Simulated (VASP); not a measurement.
Set up this calculation in VASP 6.6.1, as the native input.

| Property | Result |
| --- | --- |
| Task | single point |
| Functional | PBE |
| Dispersion | D3(BJ) |
| Potentials or basis | VASP PAW PBE potentials, release 64 (Si, C) |
| Cutoff | 520 eV |
| k mesh | 2 × 2 × 2 |
| Occupations | gaussian, width 0.05 eV |
| Spin | collinear spin, zero start |
| Starting moments | [0.0, 0.0, 0.0, 0.0, 0.0, 0.0, 0.0, 0.0, 0.0, 0.0, 0.0, 0.0, 0.0, 0.0, 0.0, 0.0, 0.0] μB |
| Dipole correction | no |
| Further INCAR settings | LREAL = Auto; ALGO = Normal; EDIFF = 1e-06; NBANDS = 52 |

The structure of Si16C (a cell with a defect) lies in POSCAR:

```
Si16C
1.0
    0.0000000000      5.4300000000      5.4300000000
    5.4300000000      0.0000000000      5.4300000000
    5.4300000000      5.4300000000      0.0000000000
Si C
16 1
Direct
   -0.0152661142     -0.0230375691     -0.0012856354
    0.0951497238      0.1283594843      0.1028659300
    0.0400738490      0.0071736648      0.5351642726
    0.1491954880      0.1498011971      0.6444347145
   -0.0265678637      0.4983417127      0.0137838858
    0.1210664825      0.6047589319      0.1315416206
   -0.0107955801      0.5202801105      0.5032233886
    0.1024709945      0.6487207182      0.6379560773
    0.4866004604      0.0186262431     -0.0307017495
    0.6108408840      0.1228244936      0.1155782689
    0.5106184162     -0.0052311234      0.4895092081
    0.6375265193      0.1564462247      0.5668712707
    0.4941642726      0.4971812155      0.0025476980
    0.6012319521      0.6448770718      0.1213577348
    0.4727081952      0.5252755985      0.4950194291
    0.6158989871      0.6217428177      0.6284776243
    0.8956614180      0.1918262431      0.3522404236
```

One way to write it, as run:

INCAR

```
SYSTEM = Si16C
ALGO = Normal ; EDIFF = 1E-6
ENCUT = 520 ; GGA = PE
ISIF = 2 ; ISMEAR = 0
ISPIN = 2 ; IVDW = 12
LASPH = .True. ; LCHARG = .False.
LORBIT = 11 ; LREAL = Auto
LWAVE = .False. ; MAGMOM = 0 0 0 0 0 0 0 0 0 0 0 0 0 0 0 0 0
NBANDS = 52 ; NELM = 150
PREC = Accurate ; SIGMA = 0.05
```

KPOINTS

```
k-points
0
Gamma
  2 2 2
  0 0 0
```

Potentials or basis: VASP PAW PBE potentials, release 64 (Si, C).

Run with:

```bash
$ cat potpaw_PBE.64/Si/POTCAR potpaw_PBE.64/C/POTCAR > POTCAR
$ mpirun -np 1 vasp_std > vasp.out
```

Results of the run:

```
Pressure                                              : 0.7 GPa
Largest force                                         : 0.343 eV/Å
Band gap on the k mesh                                : zero (filled and empty bands overlap)
Net moment                                            : 0.00 μB per cell
Valence electrons inside the program's atomic spheres : Si 1.71, 1.66, 1.70, 1.72, 1.67, 1.68, 1.65, 1.69 (each value once); C 2.44
Dispersion energy per atom                            : -0.313 eV
```

Caveat: the k points lie up to 0.50 Å⁻¹ apart.

Run time: 5.6 min on 1 thread of Intel(R) Xeon(R) 6975P-C (Granite Rapids) (shared host), peak memory 0.7 GiB.
